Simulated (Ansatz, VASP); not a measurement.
## Two plane-wave programs on WSe2

```
CELL_PARAMETERS angstrom
3.31794 0.00000 0.00000
-1.65897 2.95962 0.00000
0.00000 0.00000 16.65814
ATOMIC_POSITIONS crystal
W 0.00000 0.00000 0.00000
Se 0.33333 0.66667 0.09979
Se 0.33333 0.66667 0.90021
```

Change from the starting cell: strain +0.0300 x Voigt [0, 1, 0, 0, 0, 0], atoms carried along.

Alike in both runs: task single point; functional PBEsol; dispersion D3(BJ); k mesh 12 × 12 × 2; occupations gaussian, width 0.05 eV; no spin polarisation.

|  | VASP | Ansatz |
| --- | --- | --- |
| version | VASP 6.6.1 | Ansatz 0.2.0 |
| potentials or method | VASP PAW PBE potentials, release 64 (W_sv, Se), cutoff 520 eV | scalar-relativistic, plane waves, PAW |
| valence electrons in the cell | 26 | 46 |

```tsv
	VASP	Ansatz	Ansatz less VASP
gap on the k mesh at the Fermi level (eV)	1.37	1.38	+0.003
least direct gap on the mesh (eV)	1.37	1.38	+0.003
rms of the force components (eV/Å)	0.216	0.239	+0.0227
```

VASP's potentials were made for PBE, not for PBEsol. Atom by atom the forces differ by 0.024 eV/Å (rms over components). VASP's potentials hold 26 valence electrons a cell and Ansatz's 46, so a difference there can come from the potentials and not from the codes.

Neither program's run includes spin-orbit coupling.
